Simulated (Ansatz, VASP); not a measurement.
One calculation of KSrCl3, two programs

File INCAR:

```
SYSTEM = KSrCl3
ALGO = Normal
EDIFF = 1E-6
ENCUT = 520
GGA = PE
ISIF = 2
ISMEAR = 0
LASPH = .TRUE.
LCHARG = .FALSE.
LREAL = .FALSE.
LWAVE = .FALSE.
NBANDS = 28
NELM = 60
PREC = Accurate
SIGMA = 0.01
```

KPOINTS

```
k-points
0
G
  4 4 4
  0 0 0
```

Contents of POSCAR:

```
KSrCl3
1.0
    5.6362001666      0.0000000000      0.0000000000
    0.0000000000      5.6362001666      0.0000000000
    0.0000000000      0.0000000000      5.6362001666
K Sr Cl
1 1 3
Direct
    0.0000000000      0.0000000000      0.0000000000
    0.5000000000      0.5000000000      0.5000000000
    0.5000000000      0.5000000000      0.0000000000
    0.5000000000      0.0000000000      0.5000000000
    0.0000000000      0.5000000000      0.5000000000
```

Input for Ansatz:

```yaml
crystal:
  lattice:
    - [5.6362001666, 0.0, 0.0]
    - [0.0, 5.6362001666, 0.0]
    - [0.0, 0.0, 5.6362001666]
  atoms:
    - { symbol: K, position: [0.0, 0.0, 0.0] }
    - { symbol: Sr, position: [0.5, 0.5, 0.5] }
    - { symbol: Cl, position: [0.5, 0.5, 0.0] }
    - { symbol: Cl, position: [0.5, 0.0, 0.5] }
    - { symbol: Cl, position: [0.0, 0.5, 0.5] }
kpoints:
  mp_grid: { grid: [4, 4, 4] }
  band_path:
    path: [[0.0, 0.0, 0.0], [0.0, 0.5, 0.0], [0.5, 0.5, 0.0], [0.5, 0.5, 0.5]]
    npoints: 1
hamiltonian:
  xc: pbe
scf:
  occupations: { method: fixed }
  n_extra_bands: 5
output:
  forces: true
  stress: true
  eigenvalues: true
```

Alike in both runs: task single point; functional PBE; k mesh 4 × 4 × 4; no spin polarisation.

|  | VASP | Ansatz |
| --- | --- | --- |
| version | VASP 6.6.1 | Ansatz 0.2.0 |
| potentials or method | VASP PAW PBE potentials, release 64 (K_sv, Sr_sv, Cl) | plane waves, PAW |
| plane-wave cutoff (eV) | 520 | 420 |
| occupations | gaussian, width 0.01 eV | fixed |
| valence electrons in the cell | 40 | 40 |

```tsv
	VASP	Ansatz	Ansatz less VASP
gap on the k mesh at the Fermi level (eV)	4.48	4.48	-0.001
pressure (GPa)	0.5	0.5	-0.06
```
